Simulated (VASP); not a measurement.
# PtS2 in VASP: a series of runs

PtS2 is run at these levels: PBE+D3(BJ); tasks: single point.

All numbers are computed with VASP 6.6.1; they aren't measurements. Logs are shortened: lines on timing, memory, paths and dates and some standing lists are left out, and cuts for length are marked.

### 1 The cell of the first run

The cell holds a slab with vacuum, 3 atoms: a = 3.400 Å, b = 3.400 Å, c = 30.825 Å, α = 90.00°, β = 90.00°, γ = 120.00°.

### 2 Single point, PBE+D3(BJ)

File INCAR:

```
SYSTEM = PtS2
PREC     = Accurate       ! precision mode
ENCUT    = 520            ! plane-wave cutoff, eV
EDIFF    = 1E-6           ! SCF threshold, eV
ISMEAR   = 0              ! smearing method
SIGMA    = 0.02           ! smearing width, eV
LREAL    = .False.        ! projectors in reciprocal space
LASPH    = .True.         ! aspherical terms in the spheres
NELM     = 60             ! most SCF steps
ALGO     = Normal         ! electronic algorithm
ISIF     = 2              ! what is computed and relaxed
LWAVE    = .False.        ! write WAVECAR
LCHARG   = .True.         ! write CHGCAR
LDIPOL   = .True.       
IDIPOL   = 3            
DIPOL    = 0.5 0.5 0.500
GGA      = PE             ! functional
IVDW     = 12             ! dispersion correction
LELF     = .True.         ! ELF
LVHAR    = .True.       
LVACPOTAV= .True.       
NBANDS   = 18             ! bands
```

File KPOINTS:

```
regular mesh
0
Gamma
  9 9 1
  0 0 0
```

File POSCAR:

```
PtS2
1.0
    3.4000000000      0.0000000000      0.0000000000
   -1.7000000000      2.9444863729      0.0000000000
    0.0000000000      0.0000000000     30.8254864268
S Pt
2 1
Direct
    0.6666666667      0.3333333333      0.4597086650
    0.3333333333      0.6666666667      0.5402913350
    0.0000000000      0.0000000000      0.5000000000
```

Potentials or basis: VASP PAW PBE potentials, release 64 (S, Pt).

Started as:

```
> cat potpaw_PBE.64/S/POTCAR potpaw_PBE.64/Pt/POTCAR > POTCAR
> mpirun -np 1 vasp_std > vasp.out
```

OUTCAR:

```text
SYSTEM = PtS2
   PREC = Accurate
   ENCUT = 520
   EDIFF = 1E-6
   ISMEAR = 0
   LREAL = .False.
   LASPH = .True.
   NELM = 60
   ISIF = 2
   GGA = PE
   IVDW = 12
 IVDW          = 12

 ion  position               nearest neighbor table
   1  0.667  0.333  0.460-   3 2.32   3 2.32   3 2.32
   2  0.333  0.667  0.540-   3 2.32   3 2.32   3 2.32
   3  0.000  0.000  0.500-   1 2.32   2 2.32   1 2.32   2 2.32   1 2.32   2 2.32

  LATTYP: Found a hexagonal cell.
 ALAT       =     3.4000000000
 C/A-ratio  =     9.0663195373

  Lattice vectors:

 A1 = (   3.4000000000,   0.0000000000,   0.0000000000)
 A2 = (  -1.7000000000,   2.9444863729,   0.0000000000)
 A3 = (   0.0000000000,   0.0000000000,  30.8254864268)

Analysis of symmetry for initial positions (statically):
=====================================================================
 Subroutine PRICEL returns:
 Original cell was already a primitive cell.

 Routine SETGRP: Setting up the symmetry group for a
 hexagonal supercell.

 Subroutine GETGRP returns: Found 12 space group operations
 (whereof 12 operations were pure point group operations)
 out of a pool of 24 trial point group operations.

The static configuration has the point symmetry D_3d.

Analysis of symmetry for dynamics (positions and initial velocities):
=====================================================================
 Subroutine PRICEL returns:
 Original cell was already a primitive cell.

 Routine SETGRP: Setting up the symmetry group for a
 hexagonal supercell.

 Subroutine GETGRP returns: Found 12 space group operations
 (whereof 12 operations were pure point group operations)
 out of a pool of 24 trial point group operations.

The dynamic configuration has the point symmetry D_3d.

 Subroutine INISYM returns: Found 12 space group operations
 (whereof 12 operations are pure point group operations),
 and found     1 'primitive' translations

----------------------------------------------------------------------------------------

                                     Primitive cell

  volume of cell :     308.6018

  direct lattice vectors                    reciprocal lattice vectors
     3.400000000  0.000000000  0.000000000     0.294117647  0.169808903  0.000000000
    -1.700000000  2.944486373  0.000000000     0.000000000  0.339617805  0.000000000
     0.000000000  0.000000000 30.825486427     0.000000000  0.000000000  0.032440688

[... 74 lines left out ...]
   EDIFFG = 0.1E-04   stopping-criterion for IOM
   NSW    =      0    number of steps for IOM
   IBRION =     -1    ionic relax: 0-MD 1-quasi-New 2-CG
   NFREE  =      0    steps in history (QN), initial steepest desc. (CG)
   ISIF   =      2    stress and relaxation
   ISYM   =      2    0-nonsym 1-usesym 2-fastsym
   POTIM  = 0.5000    time-step for ionic-motion
   TEBEG  =    0.0;   TEEND  =   0.0 temperature during run
   PSTRESS=    0.0 pullay stress
   NELECT =      22.0000    total number of electrons
   NUPDOWN=      -1.0000    fix difference up-down
   EMIN   =  10.00;   EMAX   =-10.00  energy-range for DOS
   EFERMI =   0.00;   METHOD = LEGACY
   ISMEAR =     0;   SIGMA  =   0.02  broadening in eV -4-tet -1-fermi 0-gaus
   EFERMI_NEDOS =   21; number of points for ismear=-14 and -15
   IALGO  =     38    algorithm
   IMIX   =      4    mixing-type and parameters
     AMIX     =   0.40;   BMIX     =  1.00
     AMIX_MAG =   1.60;   BMIX_MAG =  1.00
  volume/ion in A,a.u.               =     102.87       694.18
  Fermi-wavevector in a.u.,A,eV,Ry     =   0.678812  1.282769  6.269373  0.460786
  Thomas-Fermi vector in A             =   1.756826
   LORBIT       =      0    0 simple, 1 ext, 2 COOP (PROOUT), +10 PAW based schemes
   GGA     = PE    functional components
   LHFCALC =     F    Hartree Fock is set to
   AEXX    =    0.0000 exact exchange contribution
   IVDW    =    12    specifies the selected vdW correction
   LEPSILON=     F    determine dielectric tensor
   LRPA    =     F    only Hartree local field effects (RPA)
 non-spin polarized calculation
 Gauss-broadening in eV      SIGMA  =   0.02
  energy-cutoff  :      520.00
  volume of cell :      308.60
 maximum number of plane-waves:      8359
 NGX is ok and might be reduce to    28
   NGX = 13   NGY = 13   NGZ =115

 number of electron      21.9999998 magnetization

 dipolmoment           0.000000      0.000000     -0.000000 electrons x Angstroem

 Free energy of the ion-electron system (eV)
  ---------------------------------------------------
  ext. energy  EPLUGINS =         0.00000000
  ---------------------------------------------------
  free energy    TOTEN  =       -15.16631238 eV

  energy without entropy =      -15.16631238  energy(sigma->0) =      -15.16631238

 E-fermi :  -3.9683     XC(G=0):  -2.2130

 val. band max:       -4.1019830206   @ k =   0.1111   0.0000   0.0000
 cond. band min:      -2.1481038224   @ k =   0.2222   0.2222   0.0000
 fundamental gap:      1.9538791982
 Fermi energy:        -3.9683120807

 k-point     1 :       0.0000    0.0000    0.0000
  band No.  band energies     occupation
      1     -18.8380      2.00000
      2     -16.3307      2.00000
      3     -10.1913      2.00000
      4     -10.1913      2.00000
      5     -10.0641      2.00000
      6      -7.3778      2.00000
[... 229 lines left out ...]
      5      -9.9272      2.00000
      6      -7.8914      2.00000
[... 10 lines left out ...]
     17       5.5292      0.00000
     18       5.9483      0.00000

------------------------ aborting loop because EDIFF is reached ----------------------------------------

 Edisp (eV)   -0.90100

 E8    (eV) :    -0.3876

  FORCE on cell =-STRESS in cart. coord.  units (eV):
  Direction    XX          YY          ZZ          XY          YZ          ZX
  --------------------------------------------------------------------------------------
  -------------------------------------------------------------------------------------
  Total       5.56084     5.56084     2.95351     0.00000     0.00000     0.00000
  in kB      28.87038    28.87038    15.33381     0.00000     0.00000     0.00000
  external pressure =       24.36 kB  Pullay stress =        0.00 kB

 VOLUME and BASIS-vectors are now :
 -----------------------------------------------------------------------------
  energy-cutoff  :      520.00
  volume of cell :      308.60
      direct lattice vectors                 reciprocal lattice vectors
     3.400000000  0.000000000  0.000000000     0.294117647  0.169808903  0.000000000
    -1.700000000  2.944486373  0.000000000     0.000000000  0.339617805  0.000000000
     0.000000000  0.000000000 30.825486427     0.000000000  0.000000000  0.032440688

 POSITION                                       TOTAL-FORCE (eV/Angst)
 -----------------------------------------------------------------------------------
      1.70000      0.98150     14.17074        -0.000000      0.000000     -1.204752
     -0.00000      1.96299     16.65474         0.000000     -0.000000      1.204752
      0.00000      0.00000     15.41274         0.000000      0.000000      0.000000
 -----------------------------------------------------------------------------------
    total drift:                                0.000000     -0.000000      0.000000

  FREE ENERGIE OF THE ION-ELECTRON SYSTEM (eV)
  ---------------------------------------------------
  free  energy   TOTEN  =       -16.0673091757 eV

  energy  without entropy=      -16.0673091757  energy(sigma->0) =      -16.06730918

 vacuum level on the upper side and lower side of the slab         2.171         2.171
```

It took 4.1 min on 1 thread of Intel Xeon 8259CL, shared host; peak memory 0.48 GiB.

Results:

- Free energy: -16.0673 eV
- Largest force: 1.205 eV/Å
- Band gap on the k mesh: 1.95 eV (least direct gap 2.04 eV)
- Dispersion energy per atom: -0.300 eV

Forces on the atoms (eV/Å):
```
S    0.000  0.000 -1.205
S    0.000  0.000  1.205
Pt   0.000  0.000  0.000
```

Levels at points of the mesh, in eV from the valence-band top:
```tsv
k point	band 9	band 10	band 11	band 12	band 13	band 14
(0.00, 0.00, 0.00)	-0.95	-0.14	-0.14	3.63	3.63	5.55
```

Caveat: spin-orbit coupling is left out, which moves the levels of the heavy elements.

### 3 Single point, PBE+D3(BJ)

File INCAR:

```
SYSTEM = PtS2
ALGO = Normal ; DIPOL = 0.5 0.5 0.500
EDIFF = 1E-6 ; ENCUT = 520
GGA = PE ; IDIPOL = 3
ISIF = 2 ; ISMEAR = 0
IVDW = 12 ; LASPH = .True.
LCHARG = .True. ; LDIPOL = .True.
LELF = .True. ; LREAL = .False.
LVACPOTAV = .True. ; LVHAR = .True.
LWAVE = .False. ; NBANDS = 18
NELM = 100 ; PREC = Accurate
SIGMA = 0.02
```

File KPOINTS:

```
k-points
0
Gamma
  9 9 1
  0 0 0
```

File POSCAR:

```
PtS2
1.0
    3.4000000000      0.0000000000      0.0000000000
   -1.7000000000      2.9444863729      0.0000000000
    0.0000000000      0.0000000000     30.8254864268
S Pt
2 1
Direct
    0.6666666667      0.3333333333      0.4583137154
    0.3333333333      0.6666666667      0.5416862846
    0.0000000000      0.0000000000      0.5000000000
```

Potentials or basis: VASP PAW PBE potentials, release 64 (S, Pt).

Started as:

```
> cat potpaw_PBE.64/S/POTCAR potpaw_PBE.64/Pt/POTCAR > POTCAR
> mpirun -np 1 vasp_std > vasp.out
```

OUTCAR:

```text
SYSTEM = PtS2
   EDIFF = 1E-6
   ENCUT = 520
   GGA = PE
   ISIF = 2
   ISMEAR = 0
   IVDW = 12
   LASPH = .True.
   LREAL = .False.
   NELM = 100
   PREC = Accurate
 IVDW          = 12

 ion  position               nearest neighbor table
   1  0.667  0.333  0.458-   3 2.35   3 2.35   3 2.35
   2  0.333  0.667  0.542-   3 2.35   3 2.35   3 2.35
   3  0.000  0.000  0.500-   1 2.35   2 2.35   1 2.35   2 2.35   1 2.35   2 2.35

  LATTYP: Found a hexagonal cell.
 ALAT       =     3.4000000000
 C/A-ratio  =     9.0663195373

  Lattice vectors:

 A1 = (   3.4000000000,   0.0000000000,   0.0000000000)
 A2 = (  -1.7000000000,   2.9444863729,   0.0000000000)
 A3 = (   0.0000000000,   0.0000000000,  30.8254864268)

Analysis of symmetry for initial positions (statically):
=====================================================================
 Subroutine PRICEL returns:
 Original cell was already a primitive cell.

 Routine SETGRP: Setting up the symmetry group for a
 hexagonal supercell.

 Subroutine GETGRP returns: Found 12 space group operations
 (whereof 12 operations were pure point group operations)
 out of a pool of 24 trial point group operations.

The static configuration has the point symmetry D_3d.

Analysis of symmetry for dynamics (positions and initial velocities):
=====================================================================
 Subroutine PRICEL returns:
 Original cell was already a primitive cell.

 Routine SETGRP: Setting up the symmetry group for a
 hexagonal supercell.

 Subroutine GETGRP returns: Found 12 space group operations
 (whereof 12 operations were pure point group operations)
 out of a pool of 24 trial point group operations.

The dynamic configuration has the point symmetry D_3d.

 Subroutine INISYM returns: Found 12 space group operations
 (whereof 12 operations are pure point group operations),
 and found     1 'primitive' translations

----------------------------------------------------------------------------------------

                                     Primitive cell

  volume of cell :     308.6018

  direct lattice vectors                    reciprocal lattice vectors
     3.400000000  0.000000000  0.000000000     0.294117647  0.169808903  0.000000000
    -1.700000000  2.944486373  0.000000000     0.000000000  0.339617805  0.000000000
     0.000000000  0.000000000 30.825486427     0.000000000  0.000000000  0.032440688

  length of vectors
     3.400000000  3.400000000 30.825486427     0.339617805  0.339617805  0.032440688

  position of ions in fractional coordinates (direct lattice)
     0.666666667  0.333333333  0.458313715
     0.333333333  0.666666667  0.541686285
     0.000000000  0.000000000  0.500000000

  ion indices of the primitive-cell ions
   primitive index   ion index
                 1           1
                 2           2
                 3           3

----------------------------------------------------------------------------------------

 KPOINTS: k-points

Automatic generation of k-mesh.
 Grid dimensions read from file:
[... 23 lines left out ...]
  0.111111  0.000000  0.000000      6.000000
  0.222222  0.000000  0.000000      6.000000
  0.333333 -0.000000  0.000000      6.000000
  0.444444  0.000000  0.000000      6.000000
  0.111111  0.111111  0.000000      6.000000
  0.222222  0.111111  0.000000     12.000000
  0.333333  0.111111  0.000000     12.000000
  0.444444  0.111111  0.000000      6.000000
  0.222222  0.222222  0.000000      6.000000
  0.333333  0.222222  0.000000     12.000000
  0.333333  0.333333  0.000000      2.000000
   k-points           NKPTS =     12   k-points in BZ     NKDIM =     12   number of bands    NBANDS=     18
   number of dos      NEDOS =    301   number of ions     NIONS =      3
   total plane-waves  NPLWV = 188160
   dimension x,y,z NGX =    28 NGY =   28 NGZ =  240
   dimension x,y,z NGXF=    56 NGYF=   56 NGZF=  480
   ions per type =               2   1
   NGX,Y,Z   is equivalent  to a cutoff of  13.69, 13.69, 12.94 a.u.
   NGXF,Y,Z  is equivalent  to a cutoff of  27.38, 27.38, 25.89 a.u.
 SYSTEM =  PtS2
   PREC   = accura    normal or accurate (medium, high low for compatibility)
   ISTART =      0    job   : 0-new  1-cont  2-samecut
   ICHARG =      2    charge: 1-file 2-atom 10-const
   ISPIN  =      1    spin polarized calculation?
   LNONCOLLINEAR =      F non collinear calculations
   LSORBIT =      F    spin-orbit coupling
   LASPH  =      T    aspherical Exc in radial PAW
   ENCUT  =  520.0 eV  38.22 Ry    6.18 a.u.   6.32  6.32 57.31*2*pi/ulx,y,z
   NELM   =    100;   NELMIN=  2; NELMDL= -5     # of ELM steps
   EDIFF  = 0.1E-05   stopping-criterion for ELM
   LREAL  =      F    real-space projection
   EDIFFG = 0.1E-04   stopping-criterion for IOM
   NSW    =      0    number of steps for IOM
   IBRION =     -1    ionic relax: 0-MD 1-quasi-New 2-CG
   NFREE  =      0    steps in history (QN), initial steepest desc. (CG)
   ISIF   =      2    stress and relaxation
   ISYM   =      2    0-nonsym 1-usesym 2-fastsym
   POTIM  = 0.5000    time-step for ionic-motion
   TEBEG  =    0.0;   TEEND  =   0.0 temperature during run
   PSTRESS=    0.0 pullay stress
   NELECT =      22.0000    total number of electrons
   NUPDOWN=      -1.0000    fix difference up-down
   EMIN   =  10.00;   EMAX   =-10.00  energy-range for DOS
   EFERMI =   0.00;   METHOD = LEGACY
   ISMEAR =     0;   SIGMA  =   0.02  broadening in eV -4-tet -1-fermi 0-gaus
   EFERMI_NEDOS =   21; number of points for ismear=-14 and -15
   IALGO  =     38    algorithm
   IMIX   =      4    mixing-type and parameters
     AMIX     =   0.40;   BMIX     =  1.00
     AMIX_MAG =   1.60;   BMIX_MAG =  1.00
  volume/ion in A,a.u.               =     102.87       694.18
  Fermi-wavevector in a.u.,A,eV,Ry     =   0.678812  1.282769  6.269373  0.460786
  Thomas-Fermi vector in A             =   1.756826
   LORBIT       =      0    0 simple, 1 ext, 2 COOP (PROOUT), +10 PAW based schemes
   GGA     = PE    functional components
   LHFCALC =     F    Hartree Fock is set to
   AEXX    =    0.0000 exact exchange contribution
   IVDW    =    12    specifies the selected vdW correction
   LEPSILON=     F    determine dielectric tensor
   LRPA    =     F    only Hartree local field effects (RPA)
 non-spin polarized calculation
 Gauss-broadening in eV      SIGMA  =   0.02
  energy-cutoff  :      520.00
  volume of cell :      308.60
 maximum number of plane-waves:      8359
 NGX is ok and might be reduce to    28
   NGX = 13   NGY = 13   NGZ =115

 number of electron      21.9999996 magnetization

 dipolmoment           0.000000      0.000000      0.000000 electrons x Angstroem

 Free energy of the ion-electron system (eV)
  ---------------------------------------------------
  ext. energy  EPLUGINS =         0.00000000
  ---------------------------------------------------
  free energy    TOTEN  =       -15.24740324 eV

  energy without entropy =      -15.24740324  energy(sigma->0) =      -15.24740324

 E-fermi :  -3.9963     XC(G=0):  -2.3216

 val. band max:       -4.0864189878   @ k =   0.1111   0.0000   0.0000
 cond. band min:      -2.2519583933   @ k =   0.2222   0.2222   0.0000
 fundamental gap:      1.8344605945
 Fermi energy:        -3.9963305051

 k-point     1 :       0.0000    0.0000    0.0000
  band No.  band energies     occupation
      1     -18.6007      2.00000
      2     -16.3386      2.00000
      3      -9.9705      2.00000
      4      -9.8744      2.00000
      5      -9.8744      2.00000
      6      -7.2273      2.00000
[... 229 lines left out ...]
      5      -9.7280      2.00000
      6      -7.8221      2.00000
[... 10 lines left out ...]
     17       5.5399      0.00000
     18       6.0445      0.00000

------------------------ aborting loop because EDIFF is reached ----------------------------------------

 Edisp (eV)   -0.89429

 E8    (eV) :    -0.3847

  FORCE on cell =-STRESS in cart. coord.  units (eV):
  Direction    XX          YY          ZZ          XY          YZ          ZX
  --------------------------------------------------------------------------------------
  -------------------------------------------------------------------------------------
  Total       4.07472     4.07472     1.32347    -0.00000     0.00000     0.00000
  in kB      21.15484    21.15484     6.87108    -0.00000     0.00000     0.00000
  external pressure =       16.39 kB  Pullay stress =        0.00 kB

 VOLUME and BASIS-vectors are now :
 -----------------------------------------------------------------------------
  energy-cutoff  :      520.00
  volume of cell :      308.60
      direct lattice vectors                 reciprocal lattice vectors
     3.400000000  0.000000000  0.000000000     0.294117647  0.169808903  0.000000000
    -1.700000000  2.944486373  0.000000000     0.000000000  0.339617805  0.000000000
     0.000000000  0.000000000 30.825486427     0.000000000  0.000000000  0.032440688

 POSITION                                       TOTAL-FORCE (eV/Angst)
 -----------------------------------------------------------------------------------
      1.70000      0.98150     14.12774         0.000000      0.000000     -0.535924
     -0.00000      1.96299     16.69774        -0.000000     -0.000000      0.535924
      0.00000      0.00000     15.41274        -0.000000      0.000000      0.000000
 -----------------------------------------------------------------------------------
    total drift:                               -0.000000      0.000000      0.000000

  FREE ENERGIE OF THE ION-ELECTRON SYSTEM (eV)
  ---------------------------------------------------
  free  energy   TOTEN  =       -16.1416884098 eV

  energy  without entropy=      -16.1416884098  energy(sigma->0) =      -16.14168841

 vacuum level on the upper side and lower side of the slab         2.167         2.167
```

OSZICAR:

```text
N       E                     dE             d eps       ncg     rms          rms(c)
DAV:   1     0.181446526657E+03    0.18145E+03   -0.69517E+03   432   0.863E+02
DAV:   2     0.372487359510E+01   -0.17772E+03   -0.16481E+03   700   0.158E+02
DAV:   3    -0.162370489657E+02   -0.19962E+02   -0.19799E+02   570   0.694E+01
[... 14 lines left out ...]
DAV:  18    -0.152477597912E+02    0.19952E-03   -0.75096E-05   514   0.414E-02    0.508E-01
DAV:  19    -0.152474847325E+02    0.27506E-03   -0.31710E-04   522   0.842E-02    0.250E-01
DAV:  20    -0.152474151187E+02    0.69614E-04   -0.95254E-05   568   0.468E-02    0.113E-01
DAV:  21    -0.152474042242E+02    0.10894E-04   -0.11906E-05   608   0.168E-02    0.625E-02
DAV:  22    -0.152474032355E+02    0.98865E-06   -0.21377E-06   444   0.733E-03
   1 F= -.16141688E+02 E0= -.16141688E+02  d E =-.129919E-11
```

Run time: 4.1 min. Hardware: 1 thread of Intel Xeon 8259CL, shared host; peak memory 0.48 GiB.

Results:

| Item | Value |
| --- | --- |
| Free energy | -16.1417 eV |
| Largest force | 0.536 eV/Å |
| Band gap on the k mesh | 1.83 eV (least direct gap 1.95 eV) |
| Dispersion energy per atom | -0.298 eV |

Forces on the atoms (eV/Å):
```
S    0.000  0.000 -0.536
S    0.000  0.000  0.536
Pt   0.000  0.000  0.000
```

Caveat: spin-orbit coupling is left out, which moves the levels of the heavy elements.
